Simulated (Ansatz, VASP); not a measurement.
**Ti: VASP beside Ansatz**

Contents of INCAR:

```
SYSTEM = Ti
PREC = Accurate
ENCUT = 520
EDIFF = 1E-8
ISMEAR = -1
SIGMA = 0.08
LREAL = .FALSE.
LASPH = .TRUE.
NELM = 100
ALGO = Normal
ISIF = 2
LWAVE = .FALSE.
LCHARG = .FALSE.
GGA = PS
LEFG = .TRUE.
NBANDS = 19
```

The input KPOINTS:

```
Automatic mesh
0
G
  13 13 7
  0 0 0
```

POSCAR

```
Ti
1.0
    2.9499978604     -0.0442499679     -0.0442499679
   -1.5133205265      2.5768980722     -0.0161966124
   -0.0702900000     -0.0702900000      4.6860000000
Ti
2
Direct
    0.3333333333      0.6666666667      0.2500000000
    0.6666666667      0.3333333333      0.7500000000
```

Input for Ansatz:

```yaml
crystal:
  lattice:
    - [2.9499978604, -0.0442499679, -0.0442499679]
    - [-1.5133205265, 2.5768980722, -0.0161966124]
    - [-0.07029, -0.07029, 4.686]
  atoms:
    - { symbol: Ti, position: [0.3333333333, 0.6666666667, 0.25] }
    - { symbol: Ti, position: [0.6666666667, 0.3333333333, 0.75] }
kpoints:
  mp_grid: { grid: [13, 13, 7] }
scf:
  occupations: { method: fermi_dirac, width: 0.08 }
hamiltonian:
  xc: pbesol
  pseudopotentials: { kind: all_electron, datasets: crystal }
output:
  forces: true
  stress: true
  eigenvalues: true
  efg: { contact_densities: true }
```

Change from the starting cell: equal xy, yz and zx shear strains of -3 %, crystal datasets.

Alike in both runs: task electric field gradients; functional PBEsol; k mesh 13 × 13 × 7; occupations fermi-dirac, width 0.08 eV; no spin polarisation.

```csv
,VASP,Ansatz
version,VASP 6.6.1,Ansatz 0.2.0
potentials or method,"VASP PAW PBE potentials, release 64 (Ti_sv), cutoff 520 eV","all-electron PAW with datasets made for the crystal, scalar-relativistic"
```

```tsv
	VASP	Ansatz	Ansatz less VASP
pressure (GPa)	-5.9	-5.7	+0.20
traceless stress, the component that is largest in VASP (GPa)	1.84	1.86	+0.016
rms of the force components (eV/Å)	0.046	0.046	+0.0005
size of Vzz on the site where it differs most (V/Å²)	17.0	18.3	+1.32
```

VASP's potentials were made for PBE, not for PBEsol. Atom by atom the forces differ by 0.001 eV/Å (rms over components). Ansatz ran all-electron here, and VASP with PAW potentials.
